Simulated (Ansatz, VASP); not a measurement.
Two plane-wave programs on Tl

```
Tl
1.0
    -1.63319    1.63319    2.66313
     1.63319   -1.63319    2.66313
     1.63319    1.63319   -2.66313
Tl
1
Direct
  0.50000 0.50000 0.00000
```

Alike in both runs: task relaxation of cell and atoms; functional PBEsol; k mesh 24 × 24 × 24; occupations gaussian, width 0.1 eV; no spin polarisation.

```csv
,VASP,Ansatz
version,VASP 6.6.1,Ansatz 0.2.0
potentials or method,"VASP PAW PBE potentials, release 64 (Tl_d), cutoff 600 eV","scalar-relativistic, plane waves, PAW"
valence electrons in the cell,13,13
```

|  | VASP | Ansatz | Ansatz less VASP |
| --- | --- | --- | --- |
| gap on the k mesh at the Fermi level, each at its own relaxed structure (eV) | none | none | - |
| relaxed volume (Å³/atom) | 28.33 | 28.31 | -0.022 |
| relaxed cell length with the largest relative difference (Å) | 3.450 | 3.449 | -0.0006 |

VASP's potentials were made for PBE, not for PBEsol. A gap of «none» marks a metal or a gap that the smearing closes.

Spin-orbit coupling is off throughout.
